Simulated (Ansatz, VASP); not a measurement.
SrTe: VASP beside Ansatz

File INCAR:

```
SYSTEM = SrTe
PREC = Accurate
ENCUT = 500
EDIFF = 1E-6
ISMEAR = 1
SIGMA = 0.05
LREAL = .False.
LASPH = .True.
NELM = 120
ALGO = Normal
ISIF = 2
LWAVE = .False.
LCHARG = .False.
GGA = PE
NBANDS = 15
GGA_COMPAT = .False.
```

The input KPOINTS:

```
regular mesh
0
Gamma
  4 4 4
  0 0 0
```

POSCAR

```
SrTe
1.0
    0.0000000000      3.3527582020      3.3527582020
    3.3527582020      0.0000000000      3.3527582020
    3.3527582020      3.3527582020      0.0000000000
Sr Te
1 1
Direct
    0.0000000000      0.0000000000      0.0000000000
    0.5000000000      0.5000000000      0.5000000000
```

Input for Ansatz:

```yaml
crystal:
  lattice:
    - [0.0, 3.352758202, 3.352758202]
    - [3.352758202, 0.0, 3.352758202]
    - [3.352758202, 3.352758202, 0.0]
  atoms:
    - { symbol: Sr, position: [0.0, 0.0, 0.0] }
    - { symbol: Te, position: [0.5, 0.5, 0.5] }
kpoints:
  mp_grid: { grid: [4, 4, 4] }
hamiltonian:
  xc: pbe
scf:
  occupations: { method: cold, width: 0.05 }
  n_extra_bands: 4
output:
  forces: true
  stress: true
  eigenvalues: true
```

Alike in both runs: task single point; functional PBE; k mesh 4 × 4 × 4; no spin polarisation.

```csv
,VASP,Ansatz
version,VASP 6.6.1,Ansatz 0.2.0
potentials or method,"VASP PAW PBE potentials, release 64 (Sr_sv, Te)",plane waves
plane-wave cutoff (eV),500,420
occupations,"methfessel-paxton of order 1, width 0.05 eV","cold, width 0.05 eV"
valence electrons in the cell,16,26
```

|  | VASP | Ansatz | Ansatz less VASP |
| --- | --- | --- | --- |
| gap on the k mesh at the Fermi level (eV) | 1.74 | 1.76 | +0.024 |
| pressure (GPa) | 0.4 | 0.3 | -0.09 |

VASP's potentials hold 16 valence electrons a cell and Ansatz's 26, so a difference there can come from the potentials and not from the codes.

Spin-orbit coupling is off throughout.
